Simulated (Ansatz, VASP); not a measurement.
## Ti: VASP beside Ansatz

INCAR

```
ALGO = Fast
EDIFF = 1E-6
ENCUT = 520
GGA = PE
ISIF = 2
ISMEAR = 0
LASPH = True
LCHARG = True
LELF = True
LREAL = False
LVHAR = True
LWAVE = False
NBANDS = 12
NELM = 80
PREC = Accurate
SIGMA = 0.05
```

The input KPOINTS:

```
k-points
0
Gamma
  14 14 14
```

File POSCAR:

```
Ti
1.0
    0.0000000000      2.0300000000      2.0300000000
    2.0300000000      0.0000000000      2.0300000000
    2.0300000000      2.0300000000      0.0000000000
Ti
1
Direct
    0.0000000000      0.0000000000      0.0000000000
```

Input for Ansatz:

```yaml
crystal:
  lattice:
    - [0.0, 2.03, 2.03]
    - [2.03, 0.0, 2.03]
    - [2.03, 2.03, 0.0]
  atoms:
    - { symbol: Ti, position: [0.0, 0.0, 0.0] }
basis:
  ecutwfc: 500
  fft_grid_basis: typed
kpoints:
  mp_grid: { grid: [14, 14, 14] }
hamiltonian:
  xc: pbe
scf:
  occupations: { method: gaussian, width: 0.05 }
output:
  forces: true
  stress: true
  eigenvalues: true
  bader: true
  write_density: true
  volumetric_format: npy
  elf: true
```

Alike in both runs: task single point; functional PBE; k mesh 14 × 14 × 14; occupations gaussian, width 0.05 eV; no spin polarisation.

|  | VASP | Ansatz |
| --- | --- | --- |
| version | VASP 6.6.1 | Ansatz 0.2.0 |
| potentials or method | VASP PAW PBE potentials, release 64 (Ti_sv), cutoff 520 eV | scalar-relativistic, plane waves, PAW |
| valence electrons in the cell | 12 | 12 |

Ansatz gave:

* gap on the k mesh at the Fermi level (eV): none
* pressure (GPa): 4.3

**Question.** Which values does VASP return?

**Answer.** gap on the k mesh at the Fermi level (eV): none; pressure (GPa): 4.0.

A gap of «none» marks a metal or a gap that the smearing closes. The functional is the same, so the differences come from potentials, cutoffs and numerics.
